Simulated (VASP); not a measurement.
# Ag3Sb2 (P4/mmm) in VASP: further runs

Ag3Sb2 is run at these levels: PBE; tasks: single point.

Everything below comes from runs of VASP 6.6.1. Logs are shortened: lines on timing, memory, paths and dates and some standing lists are left out, and cuts for length are marked.

**1. The cell of the first run**

The structure is tetragonal, space group P4/mmm (No. 123). The conventional cell has a = 3.902 Å, b = 3.902 Å, c = 8.101 Å, α = 90.00°, β = 90.00°, γ = 90.00°. Ag (site symmetry 4mm) has 2 Ag at 2.70 Å and 4 Sb at 3.07 Å within 3.6 Å. Within 3.6 Å of Ag (site symmetry 4/mmm) lie 2 Ag at 2.70 Å and 4 Sb at 2.76 Å. Sb (site symmetry 4/mmm) has 4 Ag at 2.76 Å within 3.6 Å. Within 4.1 Å of Sb (site symmetry 4/mmm) lie 8 Ag at 3.07 Å and 6 Sb at 3.90 to 4.05 Å.

The cell was generated, and may not be a known phase.

**2. Single point, PBE**

Contents of INCAR:

```
SYSTEM = Ag3Sb2
PREC = Accurate ; ENCUT = 500
EDIFF = 1E-6 ; ISMEAR = 0
SIGMA = 0.2 ; LREAL = .FALSE.
LASPH = .TRUE. ; NELM = 120
ALGO = Normal ; ISIF = 2
LWAVE = .FALSE. ; LCHARG = .TRUE.
GGA = PE ; LELF = .TRUE.
LVHAR = .TRUE. ; NBANDS = 30
GGA_COMPAT = .FALSE.
```

Contents of KPOINTS:

```
Automatic mesh
0
G
  4 4 2
  0 0 0
```

Contents of POSCAR:

```
Ag3Sb2
1.0
    3.9016125510      0.0000000000      0.0000000000
    0.0000000000      3.9016125510      0.0000000000
    0.0000000000      0.0000000000      8.1008443044
Ag Sb
3 2
Direct
    0.5000000000      0.5000000000      0.6664868745
    0.5000000000      0.5000000000      0.3335131255
    0.5000000000      0.5000000000      0.0000000000
    0.0000000000      0.0000000000      0.0000000000
    0.0000000000      0.0000000000      0.5000000000
```

Potentials or basis: VASP PAW PBE potentials, release 64 (Ag, Sb).

On the command line:

```console
cat potpaw_PBE.64/Ag/POTCAR potpaw_PBE.64/Sb/POTCAR > POTCAR
mpirun -np 1 vasp_std > vasp.out
```

OUTCAR:

```text
SYSTEM = Ag3Sb2
   PREC = Accurate
   ENCUT = 500
   EDIFF = 1E-6
   ISMEAR = 0
   LREAL = .FALSE.
   LASPH = .TRUE.
   NELM = 120
   ISIF = 2
   GGA = PE

 ion  position               nearest neighbor table
   1  0.500  0.500  0.666-   2 2.70   3 2.70   5 3.07   5 3.07   5 3.07   5 3.07
   2  0.500  0.500  0.334-   1 2.70   3 2.70   5 3.07   5 3.07   5 3.07   5 3.07
   3  0.500  0.500  0.000-   1 2.70   2 2.70   4 2.76   4 2.76   4 2.76   4 2.76
   4  0.000  0.000  0.000-   3 2.76   3 2.76   3 2.76   3 2.76
   5  0.000  0.000  0.500-   1 3.07   2 3.07   1 3.07   2 3.07   1 3.07   2 3.07   1 3.07   2 3.07

  LATTYP: Found a simple tetragonal cell.
 ALAT       =     3.9016125510
 C/A-ratio  =     2.0762810757

  Lattice vectors:

 A1 = (   3.9016125510,   0.0000000000,   0.0000000000)
 A2 = (   0.0000000000,   3.9016125510,   0.0000000000)
 A3 = (   0.0000000000,   0.0000000000,   8.1008443044)

Analysis of symmetry for initial positions (statically):
=====================================================================
 Subroutine PRICEL returns:
 Original cell was already a primitive cell.

 Routine SETGRP: Setting up the symmetry group for a
 simple tetragonal supercell.

 Subroutine GETGRP returns: Found 16 space group operations
 (whereof 16 operations were pure point group operations)
 out of a pool of 16 trial point group operations.

The static configuration has the point symmetry D_4h.

Analysis of symmetry for dynamics (positions and initial velocities):
=====================================================================
 Subroutine PRICEL returns:
 Original cell was already a primitive cell.

 Routine SETGRP: Setting up the symmetry group for a
 simple tetragonal supercell.

 Subroutine GETGRP returns: Found 16 space group operations
 (whereof 16 operations were pure point group operations)
 out of a pool of 16 trial point group operations.

The dynamic configuration has the point symmetry D_4h.

 Subroutine INISYM returns: Found 16 space group operations
 (whereof 16 operations are pure point group operations),
 and found     1 'primitive' translations

----------------------------------------------------------------------------------------

                                     Primitive cell

  volume of cell :     123.3158

  direct lattice vectors                    reciprocal lattice vectors
     3.901612551  0.000000000  0.000000000     0.256304281  0.000000000  0.000000000
     0.000000000  3.901612551  0.000000000     0.000000000  0.256304281  0.000000000
     0.000000000  0.000000000  8.100844304     0.000000000  0.000000000  0.123443923

  length of vectors
     3.901612551  3.901612551  8.100844304     0.256304281  0.256304281  0.123443923

  position of ions in fractional coordinates (direct lattice)
     0.500000000  0.500000000  0.666486875
     0.500000000  0.500000000  0.333513125
     0.500000000  0.500000000  0.000000000
     0.000000000  0.000000000  0.000000000
     0.000000000  0.000000000  0.500000000

  ion indices of the primitive-cell ions
   primitive index   ion index
                 1           1
                 2           2
                 3           3
                 4           4
                 5           5

----------------------------------------------------------------------------------------

 KPOINTS: Automatic mesh

Automatic generation of k-mesh.
 Grid dimensions read from file:
 generate k-points for:    4    4    2

 Generating k-lattice:

  Cartesian coordinates                     Fractional coordinates (reciprocal lattice)
     0.064076070  0.000000000  0.000000000     0.250000000  0.000000000  0.000000000
     0.000000000  0.064076070  0.000000000     0.000000000  0.250000000  0.000000000
     0.000000000  0.000000000  0.061721961     0.000000000  0.000000000  0.500000000

  Length of vectors
     0.064076070  0.064076070  0.061721961

  Shift w.r.t. Gamma in fractional coordinates (k-lattice)
     0.000000000  0.000000000  0.000000000

 Subroutine IBZKPT returns following result:
 ===========================================

 Found     12 irreducible k-points:

 Following reciprocal coordinates:
            Coordinates               Weight
  0.000000  0.000000  0.000000      1.000000
  0.250000  0.000000  0.000000      4.000000
  0.500000  0.000000  0.000000      2.000000
  0.250000  0.250000  0.000000      4.000000
  0.500000  0.250000  0.000000      4.000000
  0.500000  0.500000  0.000000      1.000000
  0.000000  0.000000  0.500000      1.000000
  0.250000  0.000000  0.500000      4.000000
  0.500000  0.000000  0.500000      2.000000
  0.250000  0.250000  0.500000      4.000000
  0.500000  0.250000  0.500000      4.000000
  0.500000  0.500000  0.500000      1.000000
   k-points           NKPTS =     12   k-points in BZ     NKDIM =     12   number of bands    NBANDS=     30
   number of dos      NEDOS =    301   number of ions     NIONS =      5
   total plane-waves  NPLWV =  47040
   dimension x,y,z NGX =    28 NGY =   28 NGZ =   60
   dimension x,y,z NGXF=    56 NGYF=   56 NGZF=  120
   ions per type =               3   2
   NGX,Y,Z   is equivalent  to a cutoff of  11.93, 11.93, 12.31 a.u.
   NGXF,Y,Z  is equivalent  to a cutoff of  23.86, 23.86, 24.63 a.u.
 SYSTEM =  Ag3Sb2
   PREC   = accura    normal or accurate (medium, high low for compatibility)
   ISTART =      0    job   : 0-new  1-cont  2-samecut
   ICHARG =      2    charge: 1-file 2-atom 10-const
   ISPIN  =      1    spin polarized calculation?
   LNONCOLLINEAR =      F non collinear calculations
   LSORBIT =      F    spin-orbit coupling
   LASPH  =      T    aspherical Exc in radial PAW
   ENCUT  =  500.0 eV  36.75 Ry    6.06 a.u.   7.11  7.11 14.77*2*pi/ulx,y,z
   NELM   =    120;   NELMIN=  2; NELMDL= -5     # of ELM steps
   EDIFF  = 0.1E-05   stopping-criterion for ELM
   LREAL  =      F    real-space projection
   EDIFFG = 0.1E-04   stopping-criterion for IOM
   NSW    =      0    number of steps for IOM
   IBRION =     -1    ionic relax: 0-MD 1-quasi-New 2-CG
   NFREE  =      0    steps in history (QN), initial steepest desc. (CG)
   ISIF   =      2    stress and relaxation
   ISYM   =      2    0-nonsym 1-usesym 2-fastsym
   POTIM  = 0.5000    time-step for ionic-motion
   TEBEG  =    0.0;   TEEND  =   0.0 temperature during run
   PSTRESS=    0.0 pullay stress
   NELECT =      43.0000    total number of electrons
   NUPDOWN=      -1.0000    fix difference up-down
   EMIN   =  10.00;   EMAX   =-10.00  energy-range for DOS
   EFERMI =   0.00;   METHOD = LEGACY
   ISMEAR =     0;   SIGMA  =   0.20  broadening in eV -4-tet -1-fermi 0-gaus
   EFERMI_NEDOS =   21; number of points for ismear=-14 and -15
   IALGO  =     38    algorithm
   IMIX   =      4    mixing-type and parameters
     AMIX     =   0.40;   BMIX     =  1.00
     AMIX_MAG =   1.60;   BMIX_MAG =  1.00
  volume/ion in A,a.u.               =      24.66       166.44
  Fermi-wavevector in a.u.,A,eV,Ry     =   1.152280  2.177494 18.065133  1.327750
  Thomas-Fermi vector in A             =   2.288932
   LORBIT       =      0    0 simple, 1 ext, 2 COOP (PROOUT), +10 PAW based schemes
   GGA     = PE    functional components
   LHFCALC =     F    Hartree Fock is set to
   AEXX    =    0.0000 exact exchange contribution
   IVDW    =     0    specifies the selected vdW correction
   LEPSILON=     F    determine dielectric tensor
   LRPA    =     F    only Hartree local field effects (RPA)
 non-spin polarized calculation
 Gauss-broadening in eV      SIGMA  =   0.20
  energy-cutoff  :      500.00
  volume of cell :      123.32
 maximum number of plane-waves:      3154
   NGX = 15   NGY = 15   NGZ = 29

 number of electron      43.0000020 magnetization

 Free energy of the ion-electron system (eV)
  ---------------------------------------------------
  ext. energy  EPLUGINS =         0.00000000
  ---------------------------------------------------
  free energy    TOTEN  =       -14.98766724 eV

  energy without entropy =      -14.93981816  energy(sigma->0) =      -14.96374270

 E-fermi :   6.3676     XC(G=0): -10.2776

 val. band max:        6.3661035025   @ k =   0.5000   0.5000   0.5000
 cond. band min:       6.4064047187   @ k =   0.0000   0.0000   0.5000
 fundamental gap:      0.0403012162
 Fermi energy:         6.3675854275

 k-point     1 :       0.0000    0.0000    0.0000
  band No.  band energies     occupation
      1      -4.2403      2.00000
      2      -3.4835      2.00000
      3       0.5517      2.00000
      4       1.1633      2.00000
      5       1.4311      2.00000
      6       1.5146      2.00000
[... 22 lines left out ...]
     29      13.2160      0.00000
     30      13.2511      0.00000

 k-point     2 :       0.2500    0.0000    0.0000
  band No.  band energies     occupation
      1      -3.7260      2.00000
      2      -3.0794      2.00000
      3       0.5156      2.00000
      4       1.0278      2.00000
      5       1.0589      2.00000
      6       1.1609      2.00000
[... 22 lines left out ...]
     29      13.5974      0.00000
     30      13.9854      0.00000

 k-point     3 :       0.5000    0.0000    0.0000
  band No.  band energies     occupation
      1      -2.9427      2.00000
      2      -2.5156      2.00000
      3       0.1842      2.00000
      4       0.4140      2.00000
      5       0.7101      2.00000
      6       0.9885      2.00000
[... 22 lines left out ...]
     29      12.7411      0.00000
     30      13.3022      0.00000

 k-point     4 :       0.2500    0.2500    0.0000
  band No.  band energies     occupation
      1      -3.3491      2.00000
      2      -2.7407      2.00000
      3       0.5186      2.00000
      4       0.7070      2.00000
      5       1.1852      2.00000
      6       1.2605      2.00000
[... 22 lines left out ...]
     29      14.1524      0.00000
     30      14.3003      0.00000

 k-point     5 :       0.5000    0.2500    0.0000
  band No.  band energies     occupation
      1      -2.8818      2.00000
      2      -2.3087      2.00000
      3       0.4712      2.00000
      4       0.8909      2.00000
      5       1.1231      2.00000
      6       1.2072      2.00000
[... 22 lines left out ...]
     29      12.3496      0.00000
     30      13.0217      0.00000

 k-point     6 :       0.5000    0.5000    0.0000
  band No.  band energies     occupation
      1      -2.8602      2.00000
      2      -1.9871      2.00000
      3       0.5454      2.00000
      4       1.0716      2.00000
      5       1.0716      2.00000
      6       1.2876      2.00000
[... 22 lines left out ...]
     29      13.7483      0.00000
     30      14.2922      0.00000

 k-point     7 :       0.0000    0.0000    0.5000
  band No.  band energies     occupation
      1      -4.0864      2.00000
      2      -3.7010      2.00000
      3       1.0085      2.00000
      4       1.1686      2.00000
      5       1.3070      2.00000
      6       1.3070      2.00000
[... 22 lines left out ...]
     29      13.0229      0.00000
     30      13.9244      0.00000

 k-point     8 :       0.2500    0.0000    0.5000
  band No.  band energies     occupation
      1      -3.5692      2.00000
      2      -3.2854      2.00000
      3       0.9662      2.00000
      4       0.9936      2.00000
      5       1.0301      2.00000
      6       1.1252      2.00000
[... 22 lines left out ...]
     29      14.0977      0.00000
     30      14.3119      0.00000

 k-point     9 :       0.5000    0.0000    0.5000
  band No.  band energies     occupation
      1      -2.7703      2.00000
      2      -2.7144      2.00000
      3       0.2775      2.00000
      4       0.7133      2.00000
      5       0.9124      2.00000
      6       0.9211      2.00000
[... 22 lines left out ...]
     29      12.8312      0.00000
     30      13.2482      0.00000

 k-point    10 :       0.2500    0.2500    0.5000
  band No.  band energies     occupation
      1      -3.2127      2.00000
      2      -2.9188      2.00000
      3       0.6979      2.00000
      4       1.0817      2.00000
      5       1.0850      2.00000
      6       1.1139      2.00000
[... 22 lines left out ...]
     29      12.9054      0.00000
     30      13.8098      0.00000

 k-point    11 :       0.5000    0.2500    0.5000
  band No.  band energies     occupation
      1      -2.7862      2.00000
      2      -2.4362      2.00000
      3       0.8415      2.00000
      4       0.9521      2.00000
      5       0.9941      2.00000
      6       1.1873      2.00000
[... 22 lines left out ...]
     29      12.8535      0.00000
     30      14.0800      0.00000

 k-point    12 :       0.5000    0.5000    0.5000
  band No.  band energies     occupation
      1      -2.7998      2.00000
      2      -2.0910      2.00000
      3       0.8970      2.00000
      4       0.8970      2.00000
      5       1.0566      2.00000
      6       1.3831      2.00000
[... 22 lines left out ...]
     29      12.0479      0.00000
     30      12.1342      0.00000

------------------------ aborting loop because EDIFF is reached ----------------------------------------

  FORCE on cell =-STRESS in cart. coord.  units (eV):
  Direction    XX          YY          ZZ          XY          YZ          ZX
  --------------------------------------------------------------------------------------
  -------------------------------------------------------------------------------------
  Total       -0.0977064     -0.0977064     -0.0177862      0.0000000      0.0000000      0.0000000
  in kB       -1.2694486     -1.2694486     -0.2310863      0.0000000      0.0000000      0.0000000
  external PRESSURE =      -0.9233278 kB  Pullay stress =       0.0000000 kB

 VOLUME and BASIS-vectors are now :
 -----------------------------------------------------------------------------
  energy-cutoff  :      500.00
  volume of cell :      123.32
      direct lattice vectors                 reciprocal lattice vectors
     3.901612551  0.000000000  0.000000000     0.256304281  0.000000000  0.000000000
     0.000000000  3.901612551  0.000000000     0.000000000  0.256304281  0.000000000
     0.000000000  0.000000000  8.100844304     0.000000000  0.000000000  0.123443923

 POSITION                                       TOTAL-FORCE (eV/Angst)
 -----------------------------------------------------------------------------------
      1.95081      1.95081      5.39911         0.000000      0.000000     -0.005198
      1.95081      1.95081      2.70174         0.000000     -0.000000      0.005198
      1.95081      1.95081      0.00000         0.000000      0.000000      0.000000
      0.00000      0.00000      0.00000         0.000000      0.000000      0.000000
      0.00000      0.00000      4.05042         0.000000      0.000000      0.000000
 -----------------------------------------------------------------------------------
    total drift:                                0.000000      0.000000      0.000000

  FREE ENERGIE OF THE ION-ELECTRON SYSTEM (eV)
  ---------------------------------------------------
  free  energy   TOTEN  =       -14.9876672420 eV

  energy  without entropy=      -14.9398181640  energy(sigma->0) =      -14.96374270
```

Wall time 46 s (1 thread of AMD EPYC 7R13, shared host); peak memory 0.19 GiB.

Results:

```yaml
Free_energy: -14.9877 eV
Pressure: -0.1 GPa
Largest_force: 0.005 eV/Å
Band_gap_on_the_k_mesh: zero (an odd number of electrons rules out a gap without spin polarisation)
```

Forces in eV/Å, atoms in the order of the input:
```
Ag   0.000  0.000 -0.005
Ag   0.000  0.000  0.005
Ag   0.000  0.000  0.000
Sb   0.000  0.000  0.000
Sb   0.000  0.000  0.000
```

Stress tensor (GPa, compression positive):
```
-0.13  0.00  0.00
 0.00 -0.13  0.00
 0.00  0.00 -0.02
```

Levels at points of the mesh, in eV from the Fermi level:
```csv
k point,band 17,band 18,band 19,band 20,band 21,band 22,band 23,band 24,band 25,band 26
"(0.00, 0.00, 0.00)",-3.37,-3.37,-0.23,-0.23,0.45,0.80,1.06,1.06,2.95,4.34
"(0.50, 0.00, 0.00)",-3.41,-3.36,-3.21,-2.11,-0.66,1.36,2.34,3.02,3.97,4.93
"(0.50, 0.50, 0.00)",-3.42,-3.29,-3.18,-1.44,-1.44,-1.16,-0.43,0.22,1.35,2.01
"(0.00, 0.00, 0.50)",-3.65,-2.81,-1.17,0.04,0.04,0.77,0.77,1.94,2.25,5.20
"(0.50, 0.00, 0.50)",-3.62,-3.39,-2.96,-1.40,-0.12,0.96,2.35,2.41,3.00,5.10
"(0.50, 0.50, 0.50)",-3.15,-2.77,-2.77,-1.80,-1.80,-0.90,-0.67,0.00,1.05,3.28
```

Caveat: the k points lie up to 0.40 Å⁻¹ apart, too coarse for converged energies and pressures of a metal; spin-orbit coupling is left out, which moves the levels of the heavy elements.

**3. Single point, PBE**

This run uses another cell than the first one, of 28.81 Å³/atom.

INCAR is that of step 2.

Contents of KPOINTS:

```
regular mesh
0
G
  4 4 3
  0 0 0
```

Contents of POSCAR:

```
Ag3Sb2
1.0
    5.1482698521      0.0000000000      0.0000000000
    0.0000000000      5.1482698521      0.0000000000
    0.0000000000      0.0000000000      5.4355580322
Ag Sb
3 2
Direct
    0.5000000000      0.0000000000      0.0000000000
    0.0000000000      0.5000000000      0.0000000000
    0.0000000000      0.0000000000      0.0000000000
    0.5000000000      0.0000000000      0.5000000000
    0.0000000000      0.5000000000      0.5000000000
```

Potentials or basis: VASP PAW PBE potentials, release 64 (Ag, Sb).

On the command line:

```console
cat potpaw_PBE.64/Ag/POTCAR potpaw_PBE.64/Sb/POTCAR > POTCAR
mpirun -np 1 vasp_std > vasp.out
```

Run time: 50 s. Hardware: 1 thread of AMD EPYC 7R13, shared host; peak memory 0.22 GiB.

The run converged. Its results:

```
Free energy            : -14.1112 eV
Pressure               : 0.1 GPa
Band gap on the k mesh : zero (an odd number of electrons rules out a gap without spin polarisation)
```

Stress tensor (GPa, compression positive):
```
0.07 0.00 0.00
0.00 0.07 0.00
0.00 0.00 0.20
```

Levels at points of the mesh, in eV from the Fermi level:
```tsv
k point	band 20	band 21	band 22	band 23	band 24	band 25
(0.00, 0.00, 0.00)	-2.09	-1.64	-0.39	1.88	1.88	3.39
(0.50, 0.00, 0.00)	-1.04	-0.76	-0.52	-0.40	-0.01	0.38
(0.50, 0.50, 0.00)	-0.96	-0.96	0.67	0.67	0.76	2.91
```

Caveat: the k points lie up to 0.39 Å⁻¹ apart, too coarse for converged energies and pressures of a metal; spin-orbit coupling is left out, which moves the levels of the heavy elements.

The gap in the log of VASP goes by the Fermi energy; the results here count the filled bands.